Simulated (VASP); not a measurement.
# TiC (Fm-3m) in VASP: further runs

TiC is run at these levels: r2SCAN, PBEsol+D4, revPBE+D3(BJ), PBE; tasks: relaxation of cell and atoms, single point.

Everything below comes from runs of VASP 6.6.1. Logs are shortened: lines on timing, memory, paths and dates and some standing lists are left out, and cuts for length are marked.

### 1 The cell of the first run

The structure is cubic, space group Fm-3m (No. 225). The conventional cell has a = 4.331 Å, b = 4.331 Å, c = 4.331 Å, α = 90.00°, β = 90.00°, γ = 90.00°. Ti (site symmetry m-3m) has 6 C at 2.17 Å within 2.9 Å. Within 2.9 Å of C (site symmetry m-3m) lie 6 Ti at 2.17 Å.

### 2 Relaxation of cell and atoms, r2SCAN

The input, POSCAR:

```
TiC
1.0
    0.0000000000      2.1657188437      2.1657188437
    2.1657188437      0.0000000000      2.1657188437
    2.1657188437      2.1657188437      0.0000000000
Ti C
1 1
Direct
    0.0000000000      0.0000000000      0.0000000000
    0.5000000000      0.5000000000      0.5000000000
```

The input, INCAR.step1:

```
ALGO = Normal ; EDIFF = 1E-4
ENCUT = 600 ; GGA = PE
ISMEAR = -1 ; LASPH = True
LCHARG = False ; LREAL = False
LWAVE = True ; NELM = 80
PREC = Accurate ; SIGMA = 0.05
```

The input, INCAR.step2:

```
ALGO = Normal ; EDIFF = 1E-7
EDIFFG = -0.01 ; ENCUT = 600
IBRION = 2 ; ISIF = 3
ISMEAR = -1 ; ISTART = 1
LASPH = True ; LCHARG = False
LMIXTAU = True ; LREAL = False
LWAVE = False ; METAGGA = R2SCAN
NELM = 80 ; NSW = 60
PREC = Accurate ; SIGMA = 0.05
```

The input, KPOINTS:

```
k-points
0
Gamma
  11 11 11
```

Potentials or basis: VASP PAW PBE potentials, release 64 (Ti_sv, C).

Started as:

```sh
$ cat potpaw_PBE.64/Ti_sv/POTCAR potpaw_PBE.64/C/POTCAR > POTCAR
$ cp INCAR.step1 INCAR
$ mpirun -np 1 vasp_std > vasp.out
$ cp INCAR.step2 INCAR
$ mpirun -np 1 vasp_std > vasp.out
```

OUTCAR:

```text
EDIFF = 1E-7
   EDIFFG = -0.01
   ENCUT = 600
   IBRION = 2
   ISIF = 3
   ISMEAR = -1
   ISTART = 1
   LASPH = True
   LREAL = False
   METAGGA = R2SCAN
   NELM = 80
   NSW = 60
   PREC = Accurate

 ion  position               nearest neighbor table
   1  0.000  0.000  0.000-   2 2.17   2 2.17   2 2.17   2 2.17   2 2.17   2 2.17
   2  0.500  0.500  0.500-   1 2.17   1 2.17   1 2.17   1 2.17   1 2.17   1 2.17

  LATTYP: Found a face centered cubic cell.
 ALAT       =     4.3314376874

  Lattice vectors:

 A1 = (   0.0000000000,   2.1657188437,   2.1657188437)
 A2 = (   2.1657188437,   0.0000000000,   2.1657188437)
 A3 = (   2.1657188437,   2.1657188437,   0.0000000000)

Analysis of symmetry for initial positions (statically):
=====================================================================
 Subroutine PRICEL returns:
 Original cell was already a primitive cell.

 Routine SETGRP: Setting up the symmetry group for a
 face centered cubic supercell.

 Subroutine GETGRP returns: Found 48 space group operations
[... 9 lines left out ...]

 Routine SETGRP: Setting up the symmetry group for a
 face centered cubic supercell.

 Subroutine GETGRP returns: Found 48 space group operations
[... 11 lines left out ...]
                                     Primitive cell

  volume of cell :      20.3159

  direct lattice vectors                    reciprocal lattice vectors
     0.000000000  2.165718844  2.165718844    -0.230870227  0.230870227  0.230870227
     2.165718844  0.000000000  2.165718844     0.230870227 -0.230870227  0.230870227
     2.165718844  2.165718844  0.000000000     0.230870227  0.230870227 -0.230870227

  length of vectors
     3.062788961  3.062788961  3.062788961     0.399878962  0.399878962  0.399878962

  position of ions in fractional coordinates (direct lattice)
[... 8 lines left out ...]
----------------------------------------------------------------------------------------

 KPOINTS: k-points

Automatic generation of k-mesh.
 Grid dimensions read from file:
 generate k-points for:   11   11   11

 Generating k-lattice:

  Cartesian coordinates                     Fractional coordinates (reciprocal lattice)
    -0.020988202  0.020988202  0.020988202     0.090909091  0.000000000  0.000000000
     0.020988202 -0.020988202  0.020988202     0.000000000  0.090909091  0.000000000
     0.020988202  0.020988202 -0.020988202     0.000000000  0.000000000  0.090909091

  Length of vectors
     0.036352633  0.036352633  0.036352633

  Shift w.r.t. Gamma in fractional coordinates (k-lattice)
     0.000000000  0.000000000  0.000000000

 Subroutine IBZKPT returns following result:
 ===========================================

 Found     56 irreducible k-points:

 Following reciprocal coordinates:
            Coordinates               Weight
  0.000000  0.000000  0.000000      1.000000
  0.090909  0.000000  0.000000      8.000000
  0.181818  0.000000  0.000000      8.000000
  0.272727  0.000000  0.000000      8.000000
  0.363636  0.000000  0.000000      8.000000
  0.454545  0.000000  0.000000      8.000000
[... 16 lines left out ...]
 -0.272727  0.181818  0.000000     24.000000
 -0.181818  0.181818  0.000000     12.000000
 [... further k-points ...]
   k-points           NKPTS =     56   k-points in BZ     NKDIM =     56   number of bands    NBANDS=     12
   number of dos      NEDOS =    301   number of ions     NIONS =      2
   total plane-waves  NPLWV =  13824
   dimension x,y,z NGX =    24 NGY =   24 NGZ =   24
   dimension x,y,z NGXF=    48 NGYF=   48 NGZF=   48
   ions per type =               1   1
   NGX,Y,Z   is equivalent  to a cutoff of  13.03, 13.03, 13.03 a.u.
   NGXF,Y,Z  is equivalent  to a cutoff of  26.05, 26.05, 26.05 a.u.
 SYSTEM =  unknown system
   PREC   = accura    normal or accurate (medium, high low for compatibility)
   ISTART =      1    job   : 0-new  1-cont  2-samecut
   ICHARG =      0    charge: 1-file 2-atom 10-const
   ISPIN  =      1    spin polarized calculation?
   LNONCOLLINEAR =      F non collinear calculations
   LSORBIT =      F    spin-orbit coupling
   LASPH  =      T    aspherical Exc in radial PAW
   ENCUT  =  600.0 eV  44.10 Ry    6.64 a.u.   6.12  6.12  6.12*2*pi/ulx,y,z
   NELM   =     80;   NELMIN=  2; NELMDL=  0     # of ELM steps
   EDIFF  = 0.1E-06   stopping-criterion for ELM
   LREAL  =      F    real-space projection
   EDIFFG = -.1E-01   stopping-criterion for IOM
   NSW    =     60    number of steps for IOM
   IBRION =      2    ionic relax: 0-MD 1-quasi-New 2-CG
   NFREE  =      1    steps in history (QN), initial steepest desc. (CG)
   ISIF   =      3    stress and relaxation
   ISYM   =      2    0-nonsym 1-usesym 2-fastsym
   POTIM  = 0.5000    time-step for ionic-motion
   TEBEG  =    0.0;   TEEND  =   0.0 temperature during run
   PSTRESS=    0.0 pullay stress
   NELECT =      16.0000    total number of electrons
   NUPDOWN=      -1.0000    fix difference up-down
   EMIN   =  10.00;   EMAX   =-10.00  energy-range for DOS
   EFERMI =   0.00;   METHOD = LEGACY
   ISMEAR =    -1;   SIGMA  =   0.05  broadening in eV -4-tet -1-fermi 0-gaus
   EFERMI_NEDOS =   21; number of points for ismear=-14 and -15
   IALGO  =     38    algorithm
   IMIX   =      4    mixing-type and parameters
     AMIX     =   0.40;   BMIX     =  1.00
     AMIX_MAG =   1.60;   BMIX_MAG =  1.00
  volume/ion in A,a.u.               =      10.16        68.55
  Fermi-wavevector in a.u.,A,eV,Ry     =   1.511829  2.856943 31.097854  2.285628
  Thomas-Fermi vector in A             =   2.621834
   LORBIT       =      0    0 simple, 1 ext, 2 COOP (PROOUT), +10 PAW based schemes
   METAGGA = R2SCAN    functional components
   LHFCALC =     F    Hartree Fock is set to
   AEXX    =    0.0000 exact exchange contribution
   IVDW    =     0    specifies the selected vdW correction
   LEPSILON=     F    determine dielectric tensor
   LRPA    =     F    only Hartree local field effects (RPA)
 conjugate gradient relaxation of ions
 non-spin polarized calculation
  energy-cutoff  :      600.00
  volume of cell :       20.32
 maximum number of plane-waves:       690
   NGX = 13   NGY = 13   NGZ = 13

--------------------------------------- Ionic step        1  -------------------------------------------

 number of electron      16.0000000 magnetization

 Free energy of the ion-electron system (eV)
  ---------------------------------------------------
  ext. energy  EPLUGINS =         0.00000000
  ---------------------------------------------------
  free energy    TOTEN  =       -24.87139923 eV

  energy without entropy =      -24.86895324  energy(sigma->0) =      -24.87017624

------------------------ aborting loop because EDIFF is reached ----------------------------------------

  FORCE on cell =-STRESS in cart. coord.  units (eV):
  Direction    XX          YY          ZZ          XY          YZ          ZX
  --------------------------------------------------------------------------------------
  -------------------------------------------------------------------------------------
  Total        0.0259366      0.0259366      0.0259366      0.0000000     -0.0000000      0.0000000
  in kB        2.0454463      2.0454463      2.0454463      0.0000000     -0.0000000      0.0000000
  external PRESSURE =       2.0454463 kB  Pullay stress =       0.0000000 kB

 VOLUME and BASIS-vectors are now :
 -----------------------------------------------------------------------------
  energy-cutoff  :      600.00
  volume of cell :       20.32
      direct lattice vectors                 reciprocal lattice vectors
     0.000000000  2.165718844  2.165718844    -0.230870227  0.230870227  0.230870227
     2.165718844  0.000000000  2.165718844     0.230870227 -0.230870227  0.230870227
     2.165718844  2.165718844  0.000000000     0.230870227  0.230870227 -0.230870227

 POSITION                                       TOTAL-FORCE (eV/Angst)
 -----------------------------------------------------------------------------------
      0.00000      0.00000      0.00000        -0.000000      0.000000     -0.000000
      2.16572      2.16572      2.16572         0.000000     -0.000000      0.000000
 -----------------------------------------------------------------------------------
    total drift:                                0.000000     -0.000000     -0.000000

  FREE ENERGIE OF THE ION-ELECTRON SYSTEM (eV)
  ---------------------------------------------------
  free  energy   TOTEN  =       -24.8713992323 eV
[... 17 lines left out ...]
 VOLUME and BASIS-vectors are now :
 -----------------------------------------------------------------------------
  energy-cutoff  :      600.00
  volume of cell :       20.35
      direct lattice vectors                 reciprocal lattice vectors
     0.000000000  2.167073774  2.167073774    -0.230725878  0.230725878  0.230725878
     2.167073774 -0.000000000  2.167073774     0.230725878 -0.230725878  0.230725878
     2.167073774  2.167073774  0.000000000     0.230725878  0.230725878 -0.230725878

 POSITION                                       TOTAL-FORCE (eV/Angst)
 -----------------------------------------------------------------------------------
      4.33415      2.16707      2.16707         0.000000     -0.000000      0.000000
      2.16707      2.16707      2.16707        -0.000000      0.000000     -0.000000
 -----------------------------------------------------------------------------------
    total drift:                                0.000000     -0.000000     -0.000000

  FREE ENERGIE OF THE ION-ELECTRON SYSTEM (eV)
  ---------------------------------------------------
  free  energy   TOTEN  =       -24.8713872124 eV

  energy  without entropy=      -24.8689316289  energy(sigma->0) =      -24.87015942

--------------------------------------- Ionic step        3  -------------------------------------------

 number of electron      16.0000000 magnetization

 Free energy of the ion-electron system (eV)
  ---------------------------------------------------
  ext. energy  EPLUGINS =         0.00000000
  ---------------------------------------------------
  free energy    TOTEN  =       -24.87140837 eV

  energy without entropy =      -24.86895868  energy(sigma->0) =      -24.87018353

 E-fermi :   9.5589     XC(G=0): -13.5846

 val. band max:        9.5285093647   @ k =   0.1818   0.1818   0.0000
 cond. band min:       9.6018054035   @ k =   0.0909   0.0000   0.0000
 fundamental gap:      0.0732960389
 Fermi energy:         9.5589366020

 k-point     1 :       0.0000    0.0000    0.0000
  band No.  band energies     occupation
      1     -49.5009      2.00000
      2     -24.4798      2.00000
      3     -24.4797      2.00000
      4     -24.4797      2.00000
      5      -3.7220      2.00000
      6      10.3434      0.00000
      7      10.3434      0.00000
      8      10.3434      0.00000
      9      11.1448      0.00000
     10      11.1448      0.00000
     11      11.1448      0.00000
     12      11.1958      0.00000

 k-point     2 :       0.0909    0.0000    0.0000
  band No.  band energies     occupation
      1     -49.4950      2.00000
      2     -24.5219      2.00000
      3     -24.4835      2.00000
      4     -24.4835      2.00000
      5      -3.5317      2.00000
      6       9.3984      1.92244
      7       9.6018      0.59578
      8       9.6018      0.59566
      9      10.6225      0.00000
     10      10.6225      0.00000
     11      11.6500      0.00000
     12      12.7424      0.00000
[... 301 lines left out ...]
 k-point    23 :      -0.2727    0.1818    0.0000
  band No.  band energies     occupation
      1     -49.4334      2.00000
      2     -24.8434      2.00000
      3     -24.6281      2.00000
      4     -24.5164      2.00000
      5      -1.2280      2.00000
      6       5.0120      2.00000
      7       6.7153      2.00000
      8       6.8749      2.00000
      9      11.7084      0.00000
     10      12.6089      0.00000
     11      13.4885      0.00000
     12      14.8078      0.00000

 k-point    24 :      -0.1818    0.1818    0.0000
  band No.  band energies     occupation
      1     -49.4511      2.00000
      2     -24.7600      2.00000
      3     -24.5888      2.00000
      4     -24.4983      2.00000
      5      -1.9709      2.00000
      6       6.0135      2.00000
      7       7.0994      2.00000
      8       7.4829      2.00000
      9      11.2281      0.00000
     10      12.2800      0.00000
     11      13.2490      0.00000
     12      14.0274      0.00000

 [... further k-points ...]
[... 5 lines left out ...]
  --------------------------------------------------------------------------------------
  -------------------------------------------------------------------------------------
  Total        0.0022453      0.0022453      0.0022453      0.0000000      0.0000000      0.0000000
  in kB        0.1769421      0.1769421      0.1769421      0.0000000      0.0000000      0.0000000
  external PRESSURE =       0.1769421 kB  Pullay stress =       0.0000000 kB

 VOLUME and BASIS-vectors are now :
 -----------------------------------------------------------------------------
  energy-cutoff  :      600.00
  volume of cell :       20.33
      direct lattice vectors                 reciprocal lattice vectors
     0.000000000  2.166243239  2.166243239    -0.230814338  0.230814338  0.230814338
     2.166243239 -0.000000000  2.166243239     0.230814338 -0.230814338  0.230814338
     2.166243239  2.166243239  0.000000000     0.230814338  0.230814338 -0.230814338

 POSITION                                       TOTAL-FORCE (eV/Angst)
 -----------------------------------------------------------------------------------
      0.00000      0.00000      0.00000         0.000000      0.000000      0.000000
      2.16624      2.16624      2.16624        -0.000000     -0.000000     -0.000000
 -----------------------------------------------------------------------------------
    total drift:                                0.000000     -0.000000     -0.000000

  FREE ENERGIE OF THE ION-ELECTRON SYSTEM (eV)
  ---------------------------------------------------
  free  energy   TOTEN  =       -24.8714083746 eV

  energy  without entropy=      -24.8689586782  energy(sigma->0) =      -24.87018353

 reached required accuracy - stopping structural energy minimisation
```

Wall time 5.1 min (1 thread of AMD EPYC 7R43 (Zen 3), shared host); peak memory 0.12 GiB.

What came out:

```
Free energy                            : -24.8714 eV
Relaxed volume                         : 10.17 Å³/atom
Relaxed cell                           : a = 3.064 Å, b = 3.064 Å, c = 3.064 Å, α = 60.00°, β = 60.00°, γ = 60.00°
Space group after relaxing (to 0.05 Å) : Fm-3m (No. 225)
Energy gained by relaxing              : 0.0 meV/atom
Ionic steps                            : 3
Pressure after relaxing                : 0.0 GPa
Band gap on the k mesh                 : zero (band 8 reaches 10.34 eV, above the bottom of band 9 at 9.01 eV)
```

Final structure:
```cif
data_structure
_symmetry_space_group_name_H-M 'P 1'
_symmetry_Int_Tables_number 1
_cell_length_a 3.0635
_cell_length_b 3.0635
_cell_length_c 3.0635
_cell_angle_alpha 60.000
_cell_angle_beta 60.000
_cell_angle_gamma 60.000
_cell_volume 20.33
loop_
_atom_site_label
_atom_site_type_symbol
_atom_site_fract_x
_atom_site_fract_y
_atom_site_fract_z
_atom_site_occupancy
Ti1 Ti 0.00000 0.00000 0.00000 1
C1 C 0.50000 0.50000 0.50000 1
```

Caveat: the PAW data sets were made with another functional, which shifts forces and pressure a little.

(Part 1 of 3 ends here.)
